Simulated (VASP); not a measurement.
# WS2 in VASP: single point with PBE+D3(BJ)

Aim: the single point of WS2 with PBE+D3(BJ).

Everything below comes from runs of VASP 6.6.1. Logs are shortened: lines on timing, memory, paths and dates and some standing lists are left out, and cuts for length are marked.

## (1) The cell of the first run

The cell holds a slab with vacuum, 6 atoms: a = 3.160 Å, b = 3.160 Å, c = 45.207 Å, α = 90.00°, β = 90.00°, γ = 120.00°.

## (2) Single point, PBE+D3(BJ)

Contents of INCAR:

```
ALGO = Normal
DIPOL = 0.5 0.5 0.500
EDIFF = 1E-7
ENCUT = 520
GGA = PE
IDIPOL = 3
ISIF = 2
ISMEAR = 0
IVDW = 12
LASPH = T
LCHARG = F
LDIPOL = T
LREAL = F
LWAVE = F
NBANDS = 35
NELM = 100
PREC = Accurate
SIGMA = 0.02
```

Contents of KPOINTS:

```
k-points
0
Gamma
  12 12 1
```

Contents of POSCAR:

```
WS2
1.0
    3.1597400268      0.0000000000      0.0000000000
   -1.5798700134      2.7364151325      0.0000000000
    0.0000000000      0.0000000000     45.2072918720
S W
4 2
Direct
    0.3333333334      0.6666666667      0.3940387829
    0.3351672739      0.6703345478      0.4637009672
    0.1666666666      0.3333333333      0.5362992617
    0.1664194438      0.3328388875      0.6059609304
    0.6676953524      0.3353907049      0.4288982248
    0.8331025269      0.6662050538      0.5711018330
```

Potentials or basis: VASP PAW PBE potentials, release 64 (S, W_sv).

On the command line:

```bash
$ cat potpaw_PBE.64/S/POTCAR potpaw_PBE.64/W_sv/POTCAR > POTCAR
$ mpirun -np 1 vasp_std > vasp.out
```

OUTCAR:

```text
EDIFF = 1E-7
   ENCUT = 520
   GGA = PE
   ISIF = 2
   ISMEAR = 0
   IVDW = 12
   LASPH = T
   LREAL = F
   NELM = 100
   PREC = Accurate
 IVDW          = 12

 ion  position               nearest neighbor table
   1  0.333  0.667  0.394-   5 2.41   5 2.41   5 2.41
   2  0.335  0.670  0.464-   5 2.41   5 2.41   5 2.41
   3  0.167  0.333  0.536-   6 2.41   6 2.41   6 2.41
   4  0.166  0.333  0.606-   6 2.41   6 2.41   6 2.41
   5  0.668  0.335  0.429-   2 2.41   1 2.41   1 2.41   2 2.41   2 2.41   1 2.41
   6  0.833  0.666  0.571-   3 2.41   3 2.41   3 2.41   4 2.41   4 2.41   4 2.41

  LATTYP: Found a hexagonal cell.
 ALAT       =     3.1597400268
 C/A-ratio  =    14.3072820829

  Lattice vectors:

 A1 = (   3.1597400268,   0.0000000000,   0.0000000000)
 A2 = (  -1.5798700134,   2.7364151325,   0.0000000000)
 A3 = (   0.0000000000,   0.0000000000,  45.2072918720)

Analysis of symmetry for initial positions (statically):
=====================================================================
 Subroutine PRICEL returns:
 Original cell was already a primitive cell.

 Routine SETGRP: Setting up the symmetry group for a
 hexagonal supercell.

 Subroutine GETGRP returns: Found  2 space group operations
 (whereof  2 operations were pure point group operations)
 out of a pool of 24 trial point group operations.

The static configuration has the point symmetry C_1h.

Analysis of symmetry for dynamics (positions and initial velocities):
=====================================================================
 Subroutine PRICEL returns:
 Original cell was already a primitive cell.

 Routine SETGRP: Setting up the symmetry group for a
 hexagonal supercell.

 Subroutine GETGRP returns: Found  2 space group operations
 (whereof  2 operations were pure point group operations)
 out of a pool of 24 trial point group operations.

The dynamic configuration has the point symmetry C_1h.

 Subroutine INISYM returns: Found  2 space group operations
 (whereof  2 operations are pure point group operations),
 and found     1 'primitive' translations

----------------------------------------------------------------------------------------

                                     Primitive cell

  volume of cell :     390.8785

  direct lattice vectors                    reciprocal lattice vectors
     3.159740027  0.000000000  0.000000000     0.316481733  0.182720814  0.000000000
    -1.579870013  2.736415132  0.000000000     0.000000000  0.365441628  0.000000000
     0.000000000  0.000000000 45.207291872     0.000000000  0.000000000  0.022120325

  length of vectors
     3.159740027  3.159740027 45.207291872     0.365441628  0.365441628  0.022120325

  position of ions in fractional coordinates (direct lattice)
     0.333333333  0.666666667  0.394038783
     0.335167274  0.670334548  0.463700967
     0.166666667  0.333333333  0.536299262
     0.166419444  0.332838888  0.605960930
     0.667695352  0.335390705  0.428898225
     0.833102527  0.666205054  0.571101833

  ion indices of the primitive-cell ions
   primitive index   ion index
                 1           1
                 2           2
                 3           3
                 4           4
                 5           5
                 6           6

----------------------------------------------------------------------------------------

 KPOINTS: k-points

Automatic generation of k-mesh.
 Grid dimensions read from file:
 generate k-points for:   12   12    1

 Generating k-lattice:

  Cartesian coordinates                     Fractional coordinates (reciprocal lattice)
     0.026373478  0.015226734  0.000000000     0.083333333  0.000000000  0.000000000
     0.000000000  0.030453469  0.000000000     0.000000000  0.083333333  0.000000000
     0.000000000  0.000000000  0.022120325     0.000000000  0.000000000  1.000000000

  Length of vectors
     0.030453469  0.030453469  0.022120325

  Shift w.r.t. Gamma in fractional coordinates (k-lattice)
     0.000000000  0.000000000  0.000000000

 Subroutine IBZKPT returns following result:
 ===========================================

 Found     43 irreducible k-points:

 Following reciprocal coordinates:
            Coordinates               Weight
  0.000000  0.000000  0.000000      1.000000
  0.083333  0.000000  0.000000      4.000000
  0.000000  0.083333  0.000000      2.000000
  0.166667  0.000000  0.000000      4.000000
  0.000000  0.166667  0.000000      2.000000
  0.250000  0.000000  0.000000      4.000000
[... 16 lines left out ...]
 -0.083333  0.416667  0.000000      4.000000
 -0.416667  0.333333  0.000000      4.000000
 [... further k-points ...]
   k-points           NKPTS =     43   k-points in BZ     NKDIM =     43   number of bands    NBANDS=     35
   number of dos      NEDOS =    301   number of ions     NIONS =      6
   total plane-waves  NPLWV = 193536
   dimension x,y,z NGX =    24 NGY =   24 NGZ =  336
   dimension x,y,z NGXF=    48 NGYF=   48 NGZF=  672
   ions per type =               4   2
   NGX,Y,Z   is equivalent  to a cutoff of  12.63, 12.63, 12.36 a.u.
   NGXF,Y,Z  is equivalent  to a cutoff of  25.25, 25.25, 24.71 a.u.
 SYSTEM =  unknown system
   PREC   = accura    normal or accurate (medium, high low for compatibility)
   ISTART =      0    job   : 0-new  1-cont  2-samecut
   ICHARG =      2    charge: 1-file 2-atom 10-const
   ISPIN  =      1    spin polarized calculation?
   LNONCOLLINEAR =      F non collinear calculations
   LSORBIT =      F    spin-orbit coupling
   LASPH  =      T    aspherical Exc in radial PAW
   ENCUT  =  520.0 eV  38.22 Ry    6.18 a.u.   5.88  5.88 84.06*2*pi/ulx,y,z
   NELM   =    100;   NELMIN=  2; NELMDL= -5     # of ELM steps
   EDIFF  = 0.1E-06   stopping-criterion for ELM
   LREAL  =      F    real-space projection
   EDIFFG = 0.1E-05   stopping-criterion for IOM
   NSW    =      0    number of steps for IOM
   IBRION =     -1    ionic relax: 0-MD 1-quasi-New 2-CG
   NFREE  =      0    steps in history (QN), initial steepest desc. (CG)
   ISIF   =      2    stress and relaxation
   ISYM   =      2    0-nonsym 1-usesym 2-fastsym
   POTIM  = 0.5000    time-step for ionic-motion
   TEBEG  =    0.0;   TEEND  =   0.0 temperature during run
   PSTRESS=    0.0 pullay stress
   NELECT =      52.0000    total number of electrons
   NUPDOWN=      -1.0000    fix difference up-down
   EMIN   =  10.00;   EMAX   =-10.00  energy-range for DOS
   EFERMI =   0.00;   METHOD = LEGACY
   ISMEAR =     0;   SIGMA  =   0.02  broadening in eV -4-tet -1-fermi 0-gaus
   EFERMI_NEDOS =   21; number of points for ismear=-14 and -15
   IALGO  =     38    algorithm
   IMIX   =      4    mixing-type and parameters
     AMIX     =   0.40;   BMIX     =  1.00
     AMIX_MAG =   1.60;   BMIX_MAG =  1.00
  volume/ion in A,a.u.               =      65.15       439.63
  Fermi-wavevector in a.u.,A,eV,Ry     =   0.835722  1.579286  9.502742  0.698432
  Thomas-Fermi vector in A             =   1.949328
   LORBIT       =      0    0 simple, 1 ext, 2 COOP (PROOUT), +10 PAW based schemes
   GGA     = PE    functional components
   LHFCALC =     F    Hartree Fock is set to
   AEXX    =    0.0000 exact exchange contribution
   IVDW    =    12    specifies the selected vdW correction
   LEPSILON=     F    determine dielectric tensor
   LRPA    =     F    only Hartree local field effects (RPA)
 non-spin polarized calculation
 Gauss-broadening in eV      SIGMA  =   0.02
  energy-cutoff  :      520.00
  volume of cell :      390.88
 maximum number of plane-waves:     10578
   NGX = 11   NGY = 11   NGZ =169

 dipolmoment           0.000000      0.000000     -0.000010 electrons x Angstroem

 number of electron      51.9999996 magnetization

 dipolmoment           0.000000      0.000000      0.000014 electrons x Angstroem

 Free energy of the ion-electron system (eV)
  ---------------------------------------------------
  ext. energy  EPLUGINS =         0.00000000
  ---------------------------------------------------
  free energy    TOTEN  =       -47.27426483 eV

  energy without entropy =      -47.27426483  energy(sigma->0) =      -47.27426483

 E-fermi :  -1.7046     XC(G=0):  -3.2453

 val. band max:       -1.9813449473   @ k =   0.0000   0.0000   0.0000
 cond. band min:      -0.4154473574   @ k =   0.1667   0.1667   0.0000
 fundamental gap:      1.5658975899
 Fermi energy:        -1.7045899192

 k-point     1 :       0.0000    0.0000    0.0000
  band No.  band energies     occupation
      1     -76.2554      2.00000
      2     -76.2551      2.00000
      3     -40.5090      2.00000
      4     -40.5087      2.00000
      5     -40.3337      2.00000
      6     -40.3335      2.00000
[... 27 lines left out ...]
     34       0.8398      0.00000
     35       2.8405      0.00000

 k-point     2 :       0.0833    0.0000    0.0000
  band No.  band energies     occupation
      1     -76.2541      2.00000
      2     -76.2539      2.00000
      3     -40.5045      2.00000
      4     -40.5043      2.00000
      5     -40.3582      2.00000
      6     -40.3579      2.00000
[... 27 lines left out ...]
     34       0.8958      0.00000
     35       3.0968      0.00000

 k-point     3 :       0.0000    0.0833    0.0000
  band No.  band energies     occupation
      1     -76.2541      2.00000
      2     -76.2539      2.00000
      3     -40.5046      2.00000
      4     -40.5043      2.00000
      5     -40.3579      2.00000
      6     -40.3576      2.00000
[... 27 lines left out ...]
     34       0.9082      0.00000
     35       3.1038      0.00000
[... 723 lines left out ...]
 k-point    23 :      -0.0833    0.4167    0.0000
  band No.  band energies     occupation
      1     -76.2392      2.00000
      2     -76.2389      2.00000
      3     -40.6348      2.00000
      4     -40.6346      2.00000
      5     -40.4511      2.00000
      6     -40.4508      2.00000
[... 27 lines left out ...]
     34       2.4490      0.00000
     35       4.0061      0.00000

 k-point    24 :      -0.4167    0.3333    0.0000
  band No.  band energies     occupation
      1     -76.2392      2.00000
      2     -76.2389      2.00000
      3     -40.6352      2.00000
      4     -40.6349      2.00000
      5     -40.4511      2.00000
      6     -40.4508      2.00000
[... 27 lines left out ...]
     34       2.4595      0.00000
     35       4.0616      0.00000

 [... further k-points ...]

------------------------ aborting loop because EDIFF is reached ----------------------------------------

 vacuum level on the upper side and lower side of the slab       (xc-potential included)        -0.084        -0.084

 Edisp (eV)   -2.14023

 E8    (eV) :    -0.9306

  FORCE on cell =-STRESS in cart. coord.  units (eV):
  Direction    XX          YY          ZZ          XY          YZ          ZX
  --------------------------------------------------------------------------------------
  -------------------------------------------------------------------------------------
  Total      -0.20200    -0.10125    -0.03500     0.00000    -0.36298     0.00000
  in kB      -0.82799    -0.41500    -0.14348     0.00000    -1.48782     0.00000
  external pressure =       -0.46 kB  Pullay stress =        0.00 kB

 VOLUME and BASIS-vectors are now :
 -----------------------------------------------------------------------------
  energy-cutoff  :      520.00
  volume of cell :      390.88
      direct lattice vectors                 reciprocal lattice vectors
     3.159740027  0.000000000  0.000000000     0.316481733  0.182720814  0.000000000
    -1.579870013  2.736415132  0.000000000     0.000000000  0.365441628  0.000000000
     0.000000000  0.000000000 45.207291872     0.000000000  0.000000000  0.022120325

 POSITION                                       TOTAL-FORCE (eV/Angst)
 -----------------------------------------------------------------------------------
      0.00000      1.82428     17.81343        -0.000000      0.056524     -0.002936
     -0.00000      1.83431     20.96266        -0.000000     -0.000305      0.002561
     -0.00000      0.91214     24.24464        -0.000000     -0.056487     -0.002530
      0.00000      0.91079     27.39385        -0.000000      0.000088      0.002887
      1.57987      0.91777     19.38933         0.000000      0.000270     -0.000752
      1.57987      1.82301     25.81797         0.000000     -0.000090      0.000770
 -----------------------------------------------------------------------------------
    total drift:                               -0.000000      0.000096      0.000036

  FREE ENERGIE OF THE ION-ELECTRON SYSTEM (eV)
  ---------------------------------------------------
  free  energy   TOTEN  =       -49.4144919796 eV

  energy  without entropy=      -49.4144919796  energy(sigma->0) =      -49.41449198

 vacuum level on the upper side and lower side of the slab         3.344         3.344
```

It took 32 min on 1 thread of Intel Xeon 8259CL, shared host; peak memory 0.77 GiB.

Results:

```yaml
Free_energy: -49.4145 eV
Largest_force: 0.057 eV/Å
Band_gap_on_the_k_mesh: 1.57 eV (least direct gap 1.91 eV)
Dispersion_energy_per_atom: -0.357 eV
```

Forces in eV/Å, atoms in the order of the input:
```
S    0.000  0.057 -0.003
S    0.000  0.000  0.003
S    0.000 -0.056 -0.003
S    0.000  0.000  0.003
W    0.000  0.000 -0.001
W    0.000  0.000  0.001
```

Caveat: spin-orbit coupling is left out, which moves the levels of the heavy elements.
